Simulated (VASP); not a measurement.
# Pt (P6_3/mmc) in VASP: further runs

Runs on Pt. Level: revPBE. Tasks: single point.

Program: VASP 6.6.1. These are calculated values, not measurements. Logs are shortened: lines on timing, memory, paths and dates and some standing lists are left out, and cuts for length are marked.

### Step 1. The cell of the first run

The structure is hexagonal, space group P6_3/mmc (No. 194). Conventional cell: a = 2.802 Å, b = 2.802 Å, c = 9.359 Å, α = 90.00°, β = 90.00°, γ = 120.00°. Within 3.7 Å of Pt (site symmetry -3m) lie 12 Pt at 2.80 to 2.84 Å. Within 3.7 Å of Pt (site symmetry -6m2) lie 12 Pt at 2.80 to 2.84 Å.

### Step 2. Single point, revPBE

INCAR

```
SYSTEM = Pt
PREC = Accurate ; ENCUT = 520
EDIFF = 1E-7 ; ISMEAR = -1
SIGMA = 0.1 ; LREAL = .FALSE.
LASPH = .TRUE. ; NELM = 100
ALGO = Normal ; ISIF = 2
LWAVE = .FALSE. ; LCHARG = .FALSE.
GGA = RE ; NBANDS = 28
```

KPOINTS

```
Automatic mesh
0
G
  13 13 4
  0 0 0
```

POSCAR

```
Pt
1.0
    2.8021087789      0.0000000000      0.0000000000
   -1.4010543895      2.4266973867      0.0000000000
    0.0000000000      0.0000000000      9.3585944634
Pt
4
Direct
    1.0000000000      1.0000000000      0.0000000000
    1.0000000000      1.0000000000      0.5000000000
    0.3333333333      0.6666666667      0.2500000000
    0.6666666667      0.3333333333      0.7500000000
```

Potentials or basis: VASP PAW PBE potentials, release 64 (Pt).

Command:

```sh
$ cat potpaw_PBE.64/Pt/POTCAR > POTCAR
$ mpirun -np 1 vasp_std > vasp.out
```

OUTCAR:

```text
SYSTEM = Pt
   PREC = Accurate
   ENCUT = 520
   EDIFF = 1E-7
   ISMEAR = -1
   LREAL = .FALSE.
   LASPH = .TRUE.
   NELM = 100
   ISIF = 2
   GGA = RE

 ion  position               nearest neighbor table
   1  0.000  0.000  0.000-   3 2.84   4 2.84   4 2.84   3 2.84   4 2.84   3 2.84
   2  0.000  0.000  0.500-   3 2.84   4 2.84   4 2.84   3 2.84   4 2.84   3 2.84
   3  0.333  0.667  0.250-   1 2.84   2 2.84   1 2.84   2 2.84   1 2.84   2 2.84
   4  0.667  0.333  0.750-   1 2.84   2 2.84   1 2.84   2 2.84   1 2.84   2 2.84

  LATTYP: Found a hexagonal cell.
 ALAT       =     2.8021087789
 C/A-ratio  =     3.3398398142

  Lattice vectors:

 A1 = (   2.8021087789,   0.0000000000,   0.0000000000)
 A2 = (  -1.4010543895,   2.4266973867,   0.0000000000)
 A3 = (   0.0000000000,   0.0000000000,   9.3585944634)

Analysis of symmetry for initial positions (statically):
=====================================================================
 Subroutine PRICEL returns:
 Original cell was already a primitive cell.

 Routine SETGRP: Setting up the symmetry group for a
 hexagonal supercell.

 Subroutine GETGRP returns: Found 24 space group operations
 (whereof 12 operations were pure point group operations)
 out of a pool of 24 trial point group operations.

The static configuration has the point symmetry D_3d.
 The point group associated with its full space group is D_6h.

Analysis of symmetry for dynamics (positions and initial velocities):
=====================================================================
 Subroutine PRICEL returns:
 Original cell was already a primitive cell.

 Routine SETGRP: Setting up the symmetry group for a
 hexagonal supercell.

 Subroutine GETGRP returns: Found 24 space group operations
 (whereof 12 operations were pure point group operations)
 out of a pool of 24 trial point group operations.

The dynamic configuration has the point symmetry D_3d.
 The point group associated with its full space group is D_6h.

 Subroutine INISYM returns: Found 24 space group operations
 (whereof 12 operations are pure point group operations),
 and found     1 'primitive' translations

----------------------------------------------------------------------------------------

                                     Primitive cell

  volume of cell :      63.6372

  direct lattice vectors                    reciprocal lattice vectors
     2.802108779  0.000000000  0.000000000     0.356874083  0.206041348  0.000000000
    -1.401054390  2.426697387  0.000000000     0.000000000  0.412082695  0.000000000
     0.000000000  0.000000000  9.358594463     0.000000000  0.000000000  0.106853652

  length of vectors
     2.802108779  2.802108779  9.358594463     0.412082695  0.412082695  0.106853652

  position of ions in fractional coordinates (direct lattice)
     0.000000000  0.000000000  0.000000000
     0.000000000  0.000000000  0.500000000
     0.333333333  0.666666667  0.250000000
     0.666666667  0.333333333  0.750000000

  ion indices of the primitive-cell ions
   primitive index   ion index
                 1           1
                 2           2
                 3           3
                 4           4

----------------------------------------------------------------------------------------

 KPOINTS: Automatic mesh

Automatic generation of k-mesh.
 Grid dimensions read from file:
 generate k-points for:   13   13    4

 Generating k-lattice:

  Cartesian coordinates                     Fractional coordinates (reciprocal lattice)
     0.027451853  0.015849334  0.000000000     0.076923077 -0.000000000  0.000000000
     0.000000000  0.031698669  0.000000000     0.000000000  0.076923077  0.000000000
     0.000000000  0.000000000  0.026713413     0.000000000  0.000000000  0.250000000

  Length of vectors
     0.031698669  0.031698669  0.026713413

  Shift w.r.t. Gamma in fractional coordinates (k-lattice)
     0.000000000  0.000000000  0.000000000

 Subroutine IBZKPT returns following result:
 ===========================================

 Found     63 irreducible k-points:

 Following reciprocal coordinates:
            Coordinates               Weight
  0.000000  0.000000  0.000000      1.000000
  0.076923  0.000000  0.000000      6.000000
  0.153846  0.000000  0.000000      6.000000
  0.230769  0.000000  0.000000      6.000000
  0.307692  0.000000  0.000000      6.000000
  0.384615  0.000000  0.000000      6.000000
[... 16 lines left out ...]
  0.076923  0.000000  0.250000     12.000000
  0.153846  0.000000  0.250000     12.000000
 [... further k-points ...]
   k-points           NKPTS =     63   k-points in BZ     NKDIM =     63   number of bands    NBANDS=     28
   number of dos      NEDOS =    301   number of ions     NIONS =      4
   total plane-waves  NPLWV =  40320
   dimension x,y,z NGX =    24 NGY =   24 NGZ =   70
   dimension x,y,z NGXF=    48 NGYF=   48 NGZF=  140
   ions per type =               4
   NGX,Y,Z   is equivalent  to a cutoff of  14.24, 14.24, 12.43 a.u.
   NGXF,Y,Z  is equivalent  to a cutoff of  28.48, 28.48, 24.87 a.u.
 SYSTEM =  Pt
   PREC   = accura    normal or accurate (medium, high low for compatibility)
   ISTART =      0    job   : 0-new  1-cont  2-samecut
   ICHARG =      2    charge: 1-file 2-atom 10-const
   ISPIN  =      1    spin polarized calculation?
   LNONCOLLINEAR =      F non collinear calculations
   LSORBIT =      F    spin-orbit coupling
   LASPH  =      T    aspherical Exc in radial PAW
   ENCUT  =  520.0 eV  38.22 Ry    6.18 a.u.   5.21  5.21 17.40*2*pi/ulx,y,z
   NELM   =    100;   NELMIN=  2; NELMDL= -5     # of ELM steps
   EDIFF  = 0.1E-06   stopping-criterion for ELM
   LREAL  =      F    real-space projection
   EDIFFG = 0.1E-05   stopping-criterion for IOM
   NSW    =      0    number of steps for IOM
   IBRION =     -1    ionic relax: 0-MD 1-quasi-New 2-CG
   NFREE  =      0    steps in history (QN), initial steepest desc. (CG)
   ISIF   =      2    stress and relaxation
   ISYM   =      2    0-nonsym 1-usesym 2-fastsym
   POTIM  = 0.5000    time-step for ionic-motion
   TEBEG  =    0.0;   TEEND  =   0.0 temperature during run
   PSTRESS=    0.0 pullay stress
   NELECT =      40.0000    total number of electrons
   NUPDOWN=      -1.0000    fix difference up-down
   EMIN   =  10.00;   EMAX   =-10.00  energy-range for DOS
   EFERMI =   0.00;   METHOD = LEGACY
   ISMEAR =    -1;   SIGMA  =   0.10  broadening in eV -4-tet -1-fermi 0-gaus
   EFERMI_NEDOS =   21; number of points for ismear=-14 and -15
   IALGO  =     38    algorithm
   IMIX   =      4    mixing-type and parameters
     AMIX     =   0.40;   BMIX     =  1.00
     AMIX_MAG =   1.60;   BMIX_MAG =  1.00
  volume/ion in A,a.u.               =      15.91       107.36
  Fermi-wavevector in a.u.,A,eV,Ry     =   1.402354  2.650065 26.757184  1.966598
  Thomas-Fermi vector in A             =   2.525124
   LORBIT       =      0    0 simple, 1 ext, 2 COOP (PROOUT), +10 PAW based schemes
   GGA     = RE    functional components
   LHFCALC =     F    Hartree Fock is set to
   AEXX    =    0.0000 exact exchange contribution
   IVDW    =     0    specifies the selected vdW correction
   LEPSILON=     F    determine dielectric tensor
   LRPA    =     F    only Hartree local field effects (RPA)
 non-spin polarized calculation
  energy-cutoff  :      520.00
  volume of cell :       63.64
 maximum number of plane-waves:      1728
 NGX is ok and might be reduce to    24
   NGX = 11   NGY = 11   NGZ = 35

 number of electron      39.9999998 magnetization

 Free energy of the ion-electron system (eV)
  ---------------------------------------------------
  ext. energy  EPLUGINS =         0.00000000
  ---------------------------------------------------
  free energy    TOTEN  =       -22.30937233 eV

  energy without entropy =      -22.06317165  energy(sigma->0) =      -22.18627199

 E-fermi :  10.3328     XC(G=0): -13.1273

 val. band max:       10.3279746080   @ k =   0.3077   0.0769   0.0000
 cond. band min:      10.3362249891   @ k =   0.4615   0.0769   0.2500
 fundamental gap:      0.0082503812
 Fermi energy:        10.3327613719

 k-point     1 :       0.0000    0.0000    0.0000
  band No.  band energies     occupation
      1       0.7216      2.00000
      2       2.5956      2.00000
      3       2.5986      2.00000
      4       3.4888      2.00000
      5       6.4846      2.00000
      6       6.5316      2.00000
[... 20 lines left out ...]
     27      23.0908      0.00000
     28      24.9708      0.00000

 k-point     2 :       0.0769    0.0000    0.0000
  band No.  band energies     occupation
      1       0.9264      2.00000
      2       2.7908      2.00000
      3       2.7937      2.00000
      4       3.6710      2.00000
      5       6.2839      2.00000
      6       6.4213      2.00000
[... 20 lines left out ...]
     27      23.1695      0.00000
     28      25.2744      0.00000

 k-point     3 :       0.1538    0.0000    0.0000
  band No.  band energies     occupation
      1       1.5123      2.00000
      2       3.3127      2.00000
      3       3.3151      2.00000
      4       4.1514      2.00000
      5       5.9085      2.00000
      6       6.1565      2.00000
[... 20 lines left out ...]
     27      23.3315      0.00000
     28      25.5394      0.00000

 k-point     4 :       0.2308    0.0000    0.0000
  band No.  band energies     occupation
      1       2.3744      2.00000
      2       3.8898      2.00000
      3       3.8902      2.00000
      4       4.6354      2.00000
      5       5.6120      2.00000
      6       5.8198      2.00000
[... 20 lines left out ...]
     27      23.1929      0.00000
     28      23.5874      0.00000

 k-point     5 :       0.3077    0.0000    0.0000
  band No.  band energies     occupation
      1       3.2436      2.00000
      2       4.0690      2.00000
      3       4.1371      2.00000
      4       4.6535      2.00000
      5       5.4128      2.00000
      6       5.4361      2.00000
[... 20 lines left out ...]
     27      21.4299      0.00000
     28      21.7596      0.00000

 k-point     6 :       0.3846    0.0000    0.0000
  band No.  band energies     occupation
      1       3.6275      2.00000
      2       3.9303      2.00000
      3       4.1766      2.00000
      4       4.5369      2.00000
      5       5.1048      2.00000
      6       5.3237      2.00000
[... 463 lines left out ...]
      5       5.5732      2.00000
      6       5.6302      2.00000
[... 20 lines left out ...]
     27      18.4593      0.00000
     28      18.6489      0.00000

 k-point    22 :       0.0000    0.0000    0.2500
  band No.  band energies     occupation
      1       0.8646      2.00000
      2       1.9000      2.00000
      3       3.1438      2.00000
      4       3.4786      2.00000
      5       6.4240      2.00000
      6       6.6469      2.00000
[... 20 lines left out ...]
     27      24.3250      0.00000
     28      25.1491      0.00000

 k-point    23 :       0.0769    0.0000    0.2500
  band No.  band energies     occupation
      1       1.0675      2.00000
      2       2.0940      2.00000
      3       3.3429      2.00000
      4       3.6642      2.00000
      5       6.3324      2.00000
      6       6.5866      2.00000
[... 20 lines left out ...]
     27      24.5564      0.00000
     28      25.4437      0.00000

 k-point    24 :       0.1538    0.0000    0.2500
  band No.  band energies     occupation
      1       1.6456      2.00000
      2       2.6257      2.00000
      3       3.8731      2.00000
      4       4.1550      2.00000
      5       6.0588      2.00000
      6       6.1510      2.00000
[... 20 lines left out ...]
     27      24.8136      0.00000
     28      25.7461      0.00000

 [... further k-points ...]
[... 5 lines left out ...]
  --------------------------------------------------------------------------------------
  -------------------------------------------------------------------------------------
  Total       -0.1991863     -0.1991863     -0.2092434      0.0000000      0.0000000      0.0000000
  in kB       -5.0148602     -5.0148602     -5.2680650      0.0000000      0.0000000      0.0000000
  external PRESSURE =      -5.0992618 kB  Pullay stress =       0.0000000 kB

 VOLUME and BASIS-vectors are now :
 -----------------------------------------------------------------------------
  energy-cutoff  :      520.00
  volume of cell :       63.64
      direct lattice vectors                 reciprocal lattice vectors
     2.802108779  0.000000000  0.000000000     0.356874083  0.206041348  0.000000000
    -1.401054390  2.426697387  0.000000000     0.000000000  0.412082695  0.000000000
     0.000000000  0.000000000  9.358594463     0.000000000  0.000000000  0.106853652

 POSITION                                       TOTAL-FORCE (eV/Angst)
 -----------------------------------------------------------------------------------
      0.00000      0.00000      0.00000        -0.000000      0.000000     -0.000000
      0.00000      0.00000      4.67930        -0.000000      0.000000     -0.000000
     -0.00000      1.61780      2.33965        -0.000000      0.000000     -0.000000
      1.40105      0.80890      7.01895         0.000000      0.000000      0.000000
 -----------------------------------------------------------------------------------
    total drift:                               -0.000000      0.000000      0.000000

  FREE ENERGIE OF THE ION-ELECTRON SYSTEM (eV)
  ---------------------------------------------------
  free  energy   TOTEN  =       -22.3093723286 eV

  energy  without entropy=      -22.0631716478  energy(sigma->0) =      -22.18627199
```

Wall time 3.3 min (1 thread of AMD EPYC, shared host); peak memory 0.2 GiB.

Results:

```yaml
Free_energy: -22.3094 eV
Pressure: -0.5 GPa
Band_gap_on_the_k_mesh: zero (band 20 reaches 10.66 eV, above the bottom of band 21 at 9.46 eV)
```

Caveat: the PAW data sets were made with another functional, which shifts forces and pressure a little; spin-orbit coupling is left out, which moves the levels of the heavy elements.

### Step 3. Single point, revPBE (volume scaled by 0.88)

INCAR

```
SYSTEM = Pt
ALGO = Normal
EDIFF = 1E-6
ENCUT = 520
GGA = RE
ISIF = 2
ISMEAR = -1
LASPH = .TRUE.
LCHARG = .FALSE.
LREAL = .FALSE.
LWAVE = .FALSE.
NBANDS = 28
NELM = 100
PREC = Accurate
SIGMA = 0.1
```

KPOINTS

```
k-points
0
G
  15 15 4
  0 0 0
```

POSCAR

```
Pt
1.0
    2.6852159290      0.0000000000      0.0000000000
   -1.3426079645      2.3254652091      0.0000000000
    0.0000000000      0.0000000000      8.9681910692
Pt
4
Direct
    1.0000000000      1.0000000000      0.0000000000
    1.0000000000      1.0000000000      0.5000000000
    0.3333333333      0.6666666667      0.2500000000
    0.6666666667      0.3333333333      0.7500000000
```

Potentials or basis: VASP PAW PBE potentials, release 64 (Pt).

Command:

```sh
$ cat potpaw_PBE.64/Pt/POTCAR > POTCAR
$ mpirun -np 1 vasp_std > vasp.out
```

Run time: 2.6 min. Hardware: 1 thread of AMD EPYC, shared host; peak memory 0.2 GiB.

Results (log left out):

- Free energy: -21.4719 eV
- Pressure: 41.1 GPa
- Band gap on the k mesh: zero (band 20 reaches 13.27 eV, above the bottom of band 21 at 11.72 eV)

Stress tensor (GPa, compression positive):
```
41.49  0.00  0.00
 0.00 41.49  0.00
 0.00  0.00 40.26
```

Levels at points of the mesh, in eV from the Fermi level:
```csv
k point,band 17,band 18,band 19,band 20,band 21,band 22,band 23,band 24
"(0.00, 0.00, 0.00)",-2.26,-1.57,-1.57,-1.04,-1.04,-0.99,-0.14,-0.14
"(0.00, 0.00, 0.50)",-1.93,-1.93,-1.93,-1.93,-0.54,-0.54,-0.54,-0.54
```

Caveat: the PAW data sets were made with another functional, which shifts forces and pressure a little; spin-orbit coupling is left out, which moves the levels of the heavy elements.

### Step 4. Single point, revPBE (volume scaled by 0.92)

INCAR

```
SYSTEM = Pt
ALGO = Normal
EDIFF = 1E-6
ENCUT = 520
GGA = RE
ISIF = 2
ISMEAR = -1
LASPH = .True.
LCHARG = .True.
LELF = .True.
LREAL = .False.
LVHAR = .True.
LWAVE = .False.
NBANDS = 28
NELM = 60
PREC = Accurate
SIGMA = 0.1
```

KPOINTS

```
k-points
0
Gamma
  15 15 4
  0 0 0
```

POSCAR

```
Pt
1.0
    2.7252996882      0.0000000000      0.0000000000
   -1.3626498441      2.3601787629      0.0000000000
    0.0000000000      0.0000000000      9.1020644042
Pt
4
Direct
    1.0000000000      1.0000000000      0.0000000000
    1.0000000000      1.0000000000      0.5000000000
    0.3333333333      0.6666666667      0.2500000000
    0.6666666667      0.3333333333      0.7500000000
```

Command:

```sh
$ cat potpaw_PBE.64/Pt/POTCAR > POTCAR
$ mpirun -np 1 vasp_std > vasp.out
```

It took 2.7 min on 1 thread of AMD EPYC, shared host; peak memory 0.2 GiB.

It converged, with:

```
Free energy            : -21.9815 eV
Pressure               : 23.5 GPa
Band gap on the k mesh : zero (band 20 reaches 12.32 eV, above the bottom of band 21 at 10.89 eV)
```

Stress tensor (GPa, compression positive):
```
23.70  0.00  0.00
 0.00 23.70  0.00
 0.00  0.00 23.10
```

Levels at points of the mesh, in eV from the Fermi level:
```csv
k point,band 16,band 17,band 18,band 19,band 20,band 21,band 22,band 23,band 24,band 25
"(0.00, 0.00, 0.00)",-2.09,-2.09,-1.45,-1.45,-0.97,-0.97,-0.79,-0.14,-0.14,5.73
"(0.00, 0.00, 0.50)",-2.73,-1.80,-1.80,-1.80,-1.80,-0.50,-0.50,-0.50,-0.50,8.65
```

Caveat: the PAW data sets were made with another functional, which shifts forces and pressure a little; spin-orbit coupling is left out, which moves the levels of the heavy elements.

### Step 5. The runs side by side

| cell | k mesh | gap on the mesh (eV) | pressure (GPa) |
| --- | --- | --- | --- |
| a = 2.802, b = 2.802, c = 9.359 Å, angles 90.0, 90.0, 120.0°, 4 atoms | 13 × 13 × 4 | none | -0.5 |
| a = 2.685, b = 2.685, c = 8.968 Å, angles 90.0, 90.0, 120.0°, 4 atoms | 15 × 15 × 4 | none | 41.1 |
| a = 2.725, b = 2.725, c = 9.102 Å, angles 90.0, 90.0, 120.0°, 4 atoms | 15 × 15 × 4 | none | 23.5 |

Alike in all rows: task single point; level revPBE; potentials or basis VASP PAW PBE potentials, release 64 (Pt); no spin polarisation; cutoff (eV) 520; smearing fermi-dirac 0.1 eV.

Caveats: the PAW data sets were made with another functional, which shifts forces and pressure a little; spin-orbit coupling is left out, which moves the levels of the heavy elements.

Total energies depend on the potentials used, so only differences within one code and one set of settings carry meaning.
